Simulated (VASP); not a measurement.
# AgRh (P-6m2) in VASP: notebook

AgRh is run at these levels: LDA; tasks: single point.

All numbers are computed with VASP 6.6.1; they aren't measurements. Logs are shortened: lines on timing, memory, paths and dates and some standing lists are left out, and cuts for length are marked.

## 1. The cell of the first run

It takes space group P-6m2 (No. 187, hexagonal). The conventional cell has a = 2.778 Å, b = 2.778 Å, c = 4.809 Å, α = 90.00°, β = 90.00°, γ = 120.00°. Ag (site symmetry -6m2) has 6 Ag at 2.78 Å and 6 Rh at 2.89 Å within 3.7 Å. Rh (site symmetry -6m2) has 6 Rh at 2.78 Å and 6 Ag at 2.89 Å within 3.7 Å.

## 2. Single point, LDA

File INCAR:

```
PREC = Accurate
ENCUT = 520
EDIFF = 1E-6
ISMEAR = 1
SIGMA = 0.05
LREAL = False
LASPH = True
NELM = 100
ALGO = Normal
ISIF = 2
LWAVE = False
LCHARG = False
GGA = CA
NBANDS = 20
```

File KPOINTS:

```
Automatic mesh
0
Gamma
  9 9 5
```

File POSCAR:

```
AgRh
1.0
    2.7775881998      0.0000000000      0.0000000000
   -1.3887940999      2.4054619423      0.0000000000
    0.0000000000      0.0000000000      4.8086020000
Ag Rh
1 1
Direct
    0.0000000000      0.0000000000      0.5000000000
    0.6666666667      0.3333333333      0.0000000000
```

Potentials or basis: VASP PAW LDA potentials, release 64 (Ag, Rh_pv).

Command:

```sh
> cat potpaw_LDA.64/Ag/POTCAR potpaw_LDA.64/Rh_pv/POTCAR > POTCAR
> mpirun -np 1 vasp_std > vasp.out
```

OUTCAR:

```text
PREC = Accurate
   ENCUT = 520
   EDIFF = 1E-6
   ISMEAR = 1
   LREAL = False
   LASPH = True
   NELM = 100
   ISIF = 2
   GGA = CA

 ion  position               nearest neighbor table
   1  0.000  0.000  0.500-   2 2.89   2 2.89   2 2.89   2 2.89   2 2.89   2 2.89
   2  0.667  0.333  0.000-   1 2.89   1 2.89   1 2.89   1 2.89   1 2.89   1 2.89

  LATTYP: Found a hexagonal cell.
 ALAT       =     2.7775881998
 C/A-ratio  =     1.7312148721

  Lattice vectors:

 A1 = (   2.7775881998,   0.0000000000,   0.0000000000)
 A2 = (  -1.3887940999,   2.4054619423,   0.0000000000)
 A3 = (   0.0000000000,   0.0000000000,   4.8086020000)

Analysis of symmetry for initial positions (statically):
=====================================================================
 Subroutine PRICEL returns:
 Original cell was already a primitive cell.

 Routine SETGRP: Setting up the symmetry group for a
 hexagonal supercell.

 Subroutine GETGRP returns: Found 12 space group operations
 (whereof 12 operations were pure point group operations)
 out of a pool of 24 trial point group operations.

The static configuration has the point symmetry D_3h.

Analysis of symmetry for dynamics (positions and initial velocities):
=====================================================================
 Subroutine PRICEL returns:
 Original cell was already a primitive cell.

 Routine SETGRP: Setting up the symmetry group for a
 hexagonal supercell.

 Subroutine GETGRP returns: Found 12 space group operations
 (whereof 12 operations were pure point group operations)
 out of a pool of 24 trial point group operations.

The dynamic configuration has the point symmetry D_3h.

 Subroutine INISYM returns: Found 12 space group operations
 (whereof 12 operations are pure point group operations),
 and found     1 'primitive' translations

----------------------------------------------------------------------------------------

                                     Primitive cell

  volume of cell :      32.1281

  direct lattice vectors                    reciprocal lattice vectors
     2.777588200  0.000000000  0.000000000     0.360024571  0.207860283  0.000000000
    -1.388794100  2.405461942  0.000000000     0.000000000  0.415720566  0.000000000
     0.000000000  0.000000000  4.808602000     0.000000000  0.000000000  0.207960651

  length of vectors
     2.777588200  2.777588200  4.808602000     0.415720566  0.415720566  0.207960651

  position of ions in fractional coordinates (direct lattice)
     0.000000000  0.000000000  0.500000000
     0.666666667  0.333333333  0.000000000

  ion indices of the primitive-cell ions
   primitive index   ion index
                 1           1
                 2           2

----------------------------------------------------------------------------------------

 KPOINTS: Automatic mesh

Automatic generation of k-mesh.
 Grid dimensions read from file:
 generate k-points for:    9    9    5

 Generating k-lattice:

  Cartesian coordinates                     Fractional coordinates (reciprocal lattice)
     0.040002730  0.023095587  0.000000000     0.111111111  0.000000000  0.000000000
     0.000000000  0.046191174  0.000000000     0.000000000  0.111111111  0.000000000
     0.000000000  0.000000000  0.041592130     0.000000000  0.000000000  0.200000000

  Length of vectors
     0.046191174  0.046191174  0.041592130

  Shift w.r.t. Gamma in fractional coordinates (k-lattice)
     0.000000000  0.000000000  0.000000000

 Subroutine IBZKPT returns following result:
 ===========================================

 Found     36 irreducible k-points:

 Following reciprocal coordinates:
            Coordinates               Weight
  0.000000  0.000000  0.000000      1.000000
  0.111111 -0.000000  0.000000      6.000000
  0.222222 -0.000000  0.000000      6.000000
  0.333333  0.000000  0.000000      6.000000
  0.444444 -0.000000  0.000000      6.000000
  0.111111  0.111111  0.000000      6.000000
[... 16 lines left out ...]
  0.333333  0.222222  0.200000     24.000000
  0.333333  0.333333  0.200000      4.000000
 [... further k-points ...]
   k-points           NKPTS =     36   k-points in BZ     NKDIM =     36   number of bands    NBANDS=     20
   number of dos      NEDOS =    301   number of ions     NIONS =      2
   total plane-waves  NPLWV =  20736
   dimension x,y,z NGX =    24 NGY =   24 NGZ =   36
   dimension x,y,z NGXF=    48 NGYF=   48 NGZF=   72
   ions per type =               1   1
   NGX,Y,Z   is equivalent  to a cutoff of  14.36, 14.36, 12.45 a.u.
   NGXF,Y,Z  is equivalent  to a cutoff of  28.73, 28.73, 24.89 a.u.
 SYSTEM =  unknown system
   PREC   = accura    normal or accurate (medium, high low for compatibility)
   ISTART =      0    job   : 0-new  1-cont  2-samecut
   ICHARG =      2    charge: 1-file 2-atom 10-const
   ISPIN  =      1    spin polarized calculation?
   LNONCOLLINEAR =      F non collinear calculations
   LSORBIT =      F    spin-orbit coupling
   LASPH  =      T    aspherical Exc in radial PAW
   ENCUT  =  520.0 eV  38.22 Ry    6.18 a.u.   5.16  5.16  8.94*2*pi/ulx,y,z
   NELM   =    100;   NELMIN=  2; NELMDL= -5     # of ELM steps
   EDIFF  = 0.1E-05   stopping-criterion for ELM
   LREAL  =      F    real-space projection
   EDIFFG = 0.1E-04   stopping-criterion for IOM
   NSW    =      0    number of steps for IOM
   IBRION =     -1    ionic relax: 0-MD 1-quasi-New 2-CG
   NFREE  =      0    steps in history (QN), initial steepest desc. (CG)
   ISIF   =      2    stress and relaxation
   ISYM   =      2    0-nonsym 1-usesym 2-fastsym
   POTIM  = 0.5000    time-step for ionic-motion
   TEBEG  =    0.0;   TEEND  =   0.0 temperature during run
   PSTRESS=    0.0 pullay stress
   NELECT =      26.0000    total number of electrons
   NUPDOWN=      -1.0000    fix difference up-down
   EMIN   =  10.00;   EMAX   =-10.00  energy-range for DOS
   EFERMI =   0.00;   METHOD = LEGACY
   ISMEAR =     1;   SIGMA  =   0.05  broadening in eV -4-tet -1-fermi 0-gaus
   EFERMI_NEDOS =   21; number of points for ismear=-14 and -15
   IALGO  =     38    algorithm
   IMIX   =      4    mixing-type and parameters
     AMIX     =   0.40;   BMIX     =  1.00
     AMIX_MAG =   1.60;   BMIX_MAG =  1.00
  volume/ion in A,a.u.               =      16.06       108.41
  Fermi-wavevector in a.u.,A,eV,Ry     =   1.525589  2.882945 31.666497  2.327422
  Thomas-Fermi vector in A             =   2.633739
   LORBIT       =      0    0 simple, 1 ext, 2 COOP (PROOUT), +10 PAW based schemes
   GGA     = CA    functional components
   LHFCALC =     F    Hartree Fock is set to
   AEXX    =    0.0000 exact exchange contribution
   IVDW    =     0    specifies the selected vdW correction
   LEPSILON=     F    determine dielectric tensor
   LRPA    =     F    only Hartree local field effects (RPA)
 non-spin polarized calculation
 Methfessel and Paxton  Order N= 1 SIGMA  =   0.05
  energy-cutoff  :      520.00
  volume of cell :       32.13
 maximum number of plane-waves:       872
 NGX is ok and might be reduce to    24
   NGX = 11   NGY = 11   NGZ = 17

 number of electron      25.9999997 magnetization

 Free energy of the ion-electron system (eV)
  ---------------------------------------------------
  ext. energy  EPLUGINS =         0.00000000
  ---------------------------------------------------
  free energy    TOTEN  =       -11.75536299 eV

  energy without entropy =      -11.75538310  energy(sigma->0) =      -11.75536969

 E-fermi :   8.6358     XC(G=0): -13.1446

 val. band max:        8.6272719995   @ k =   0.1111  -0.0000   0.4000
 cond. band min:       8.6411648091   @ k =   0.2222  -0.0000   0.0000
 fundamental gap:      0.0138928095
 Fermi energy:         8.6357608081

 k-point     1 :       0.0000    0.0000    0.0000
  band No.  band energies     occupation
      1     -36.9721      2.00000
      2     -36.9721      2.00000
      3     -36.7660      2.00000
      4       1.3702      2.00000
      5       2.8533      2.00000
      6       4.3933      2.00000
[... 12 lines left out ...]
     19      27.3437      0.00000
     20      29.7373      0.00000

 k-point     2 :       0.1111   -0.0000    0.0000
  band No.  band energies     occupation
      1     -37.0206      2.00000
      2     -36.9838      2.00000
      3     -36.7595      2.00000
      4       1.7555      2.00000
      5       3.0812      2.00000
      6       4.2504      2.00000
[... 12 lines left out ...]
     19      26.6581      0.00000
     20      27.7150      0.00000

 k-point     3 :       0.2222   -0.0000    0.0000
  band No.  band energies     occupation
      1     -37.1420      2.00000
      2     -37.0133      2.00000
      3     -36.7431      2.00000
      4       2.6847      2.00000
      5       3.4387      2.00000
      6       4.2558      2.00000
[... 12 lines left out ...]
     19      26.0564      0.00000
     20      26.8602      0.00000

 k-point     4 :       0.3333    0.0000    0.0000
  band No.  band energies     occupation
      1     -37.2782      2.00000
      2     -37.0466      2.00000
      3     -36.7244      2.00000
      4       2.9058      2.00000
      5       3.7622      2.00000
      6       3.7866      2.00000
[... 12 lines left out ...]
     19      23.5066      0.00000
     20      24.4297      0.00000

 k-point     5 :       0.4444   -0.0000    0.0000
  band No.  band energies     occupation
      1     -37.3660      2.00000
      2     -37.0683      2.00000
      3     -36.7121      2.00000
      4       2.7034      2.00000
      5       3.4147      2.00000
      6       3.8515      2.00000
[... 12 lines left out ...]
     19      21.4118      0.00000
     20      21.4921      0.00000
[... 353 lines left out ...]
      6       4.2353      2.00000
[... 12 lines left out ...]
     19      21.7258      0.00000
     20      22.0331      0.00000

 k-point    22 :       0.2222    0.2222    0.2000
  band No.  band energies     occupation
      1     -37.2855      2.00000
      2     -37.1145      2.00000
      3     -36.7161      2.00000
      4       3.5490      2.00000
      5       3.7544      2.00000
      6       4.1296      2.00000
[... 12 lines left out ...]
     19      22.6596      0.00000
     20      22.7798      0.00000

 k-point    23 :       0.3333    0.2222    0.2000
  band No.  band energies     occupation
      1     -37.3166      2.00000
      2     -37.1681      2.00000
      3     -36.7067      2.00000
      4       3.4543      2.00000
      5       3.6666      2.00000
      6       4.2768      2.00000
[... 12 lines left out ...]
     19      21.2245      0.00000
     20      22.1353      0.00000

 k-point    24 :       0.3333    0.3333    0.2000
  band No.  band energies     occupation
      1     -37.2579      2.00000
      2     -37.2567      2.00000
      3     -36.7034      2.00000
      4       3.7732      2.00000
      5       3.9336      2.00000
      6       4.3028      2.00000
[... 12 lines left out ...]
     19      18.8849      0.00000
     20      23.4870      0.00000

 [... further k-points ...]

------------------------ aborting loop because EDIFF is reached ----------------------------------------

  FORCE on cell =-STRESS in cart. coord.  units (eV):
  Direction    XX          YY          ZZ          XY          YZ          ZX
  --------------------------------------------------------------------------------------
  -------------------------------------------------------------------------------------
  Total       -3.1999854     -3.1999854     -2.7944707      0.0000000     -0.0000000      0.0000000
  in kB     -159.5781398   -159.5781398   -139.3557739      0.0000000     -0.0000000      0.0000000
  external PRESSURE =    -152.8373511 kB  Pullay stress =       0.0000000 kB

 VOLUME and BASIS-vectors are now :
 -----------------------------------------------------------------------------
  energy-cutoff  :      520.00
  volume of cell :       32.13
      direct lattice vectors                 reciprocal lattice vectors
     2.777588200  0.000000000  0.000000000     0.360024571  0.207860283  0.000000000
    -1.388794100  2.405461942  0.000000000     0.000000000  0.415720566  0.000000000
     0.000000000  0.000000000  4.808602000     0.000000000  0.000000000  0.207960651

 POSITION                                       TOTAL-FORCE (eV/Angst)
 -----------------------------------------------------------------------------------
      0.00000      0.00000      2.40430        -0.000000      0.000000      0.000000
      1.38879      0.80182      0.00000         0.000000     -0.000000      0.000000
 -----------------------------------------------------------------------------------
    total drift:                               -0.000000      0.000000      0.000000

  FREE ENERGIE OF THE ION-ELECTRON SYSTEM (eV)
  ---------------------------------------------------
  free  energy   TOTEN  =       -11.7553629855 eV

  energy  without entropy=      -11.7553831042  energy(sigma->0) =      -11.75536969
```

Wall time 6.8 s (1 thread of Intel Xeon 6975P-C (Granite Rapids), shared host); peak memory 0.15 GiB.

Results:

- Free energy: -11.7554 eV
- Pressure: -15.3 GPa
- Band gap on the k mesh: zero (band 13 reaches 9.46 eV, above the bottom of band 14 at 8.45 eV)

Stress tensor (GPa, compression positive):
```
-15.96   0.00   0.00
  0.00 -15.96   0.00
  0.00   0.00 -13.94
```

Levels at points of the mesh, in eV from the Fermi level:
| k point | band 10 | band 11 | band 12 | band 13 | band 14 | band 15 | band 16 | band 17 |
| --- | --- | --- | --- | --- | --- | --- | --- | --- |
| (0.00, 0.00, 0.00) | -3.06 | -1.98 | -1.98 | 0.10 | 0.10 | 0.12 | 5.25 | 16.55 |

## 3. Single point, LDA

File INCAR:

```
SYSTEM = AgRh
ALGO = Fast
EDIFF = 1E-6
ENCUT = 520
GGA = CA
ISIF = 2
ISMEAR = 1
LASPH = .TRUE.
LCHARG = .FALSE.
LREAL = .FALSE.
LWAVE = .FALSE.
NBANDS = 20
NELM = 100
PREC = Accurate
SIGMA = 0.025
```

File KPOINTS:

```
k-points
0
G
  9 9 5
  0 0 0
```

POSCAR is that of step 2.

Potentials or basis: VASP PAW LDA potentials, release 64 (Ag, Rh_pv).

Command:

```sh
> cat potpaw_LDA.64/Ag/POTCAR potpaw_LDA.64/Rh_pv/POTCAR > POTCAR
> mpirun -np 1 vasp_std > vasp.out
```

Wall time 7.7 s (1 thread of Intel Xeon 6975P-C (Granite Rapids), shared host); peak memory 0.15 GiB.

The run converged. Its results:

* Free energy: -11.7551 eV
* Pressure: -15.2 GPa
* Band gap on the k mesh: zero (band 13 reaches 9.46 eV, above the bottom of band 14 at 8.45 eV)

Stress tensor (GPa, compression positive):
```
-15.96   0.00   0.00
  0.00 -15.96   0.00
  0.00   0.00 -13.79
```

Levels at points of the mesh, in eV from the Fermi level:
| k point | band 10 | band 11 | band 12 | band 13 | band 14 | band 15 | band 16 | band 17 |
| --- | --- | --- | --- | --- | --- | --- | --- | --- |
| (0.00, 0.00, 0.00) | -3.05 | -1.98 | -1.98 | 0.10 | 0.10 | 0.12 | 5.26 | 16.55 |

## 4. Single point, LDA

File INCAR:

```
SYSTEM = AgRh
ALGO = Fast ; EDIFF = 1E-6
ENCUT = 520 ; ISIF = 2
ISMEAR = 1 ; LASPH = .TRUE.
LCHARG = .TRUE. ; LELF = .TRUE.
LREAL = .FALSE. ; LVHAR = .TRUE.
LWAVE = .FALSE. ; NBANDS = 20
NELM = 100 ; PREC = Accurate
SIGMA = 0.01
```

KPOINTS is that of step 3.

POSCAR is that of step 3.

Command:

```sh
> cat potpaw_LDA.64/Ag/POTCAR potpaw_LDA.64/Rh_pv/POTCAR > POTCAR
> mpirun -np 1 vasp_std > vasp.out
```

Run time: 8.5 s. Hardware: 1 thread of Intel Xeon 6975P-C (Granite Rapids), shared host; peak memory 0.15 GiB.

It converged, with:

| Quantity | Value |
| --- | --- |
| Free energy | -11.7549 eV |
| Pressure | -15.2 GPa |
| Band gap on the k mesh | zero (band 13 reaches 9.45 eV, above the bottom of band 14 at 8.45 eV) |

Stress tensor (GPa, compression positive):
```
-15.99   0.00   0.00
  0.00 -15.99   0.00
  0.00   0.00 -13.70
```

Levels at points of the mesh, in eV from the Fermi level:
```
           k point  band 11  band 12  band 13  band 14  band 15  band 16
(0.00, 0.00, 0.00)    -1.99    -1.99     0.10     0.10     0.13     5.26
```

[end of part 1 of 2]
